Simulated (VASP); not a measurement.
Crystal: YN.

```xyz
2
Lattice="0.0000 2.4480 2.4480 2.4480 0.0000 2.4480 2.4480 2.4480 0.0000" Properties=species:S:1:pos:R:3 pbc="T T T"
Y     0.0000    0.0000    0.0000
N     2.4480    2.4480    2.4480
```

Base run:

| Item | Value |
| --- | --- |
| Program | VASP 6.6.1 |
| Functional | HSE06 |
| Potentials or basis | VASP PAW PBE potentials, release 64 (Y_sv, N) |
| Cutoff | 520 eV |
| k mesh | 6 × 6 × 6 |
| Occupations | gaussian, width 0.01 eV |
| Spin | no spin polarisation |

Its results: band gap on the k mesh 1.09 eV (least direct gap 1.56 eV); pressure -1.8 GPa.

Question: The run is repeated on the same cell with these changes: functional from HSE06 to r2SCAN; cutoff from 520 eV to 660 eV. What comes out?

Answer: Band gap on the k mesh 0.59 eV (least direct gap 0.99 eV); pressure 0.3 GPa.

Caveats: the PAW data sets were made with another functional, which shifts forces and pressure a little; semilocal functionals underestimate gaps, and a narrow one can read as zero (at least some runs).

A k mesh can miss the band edges.
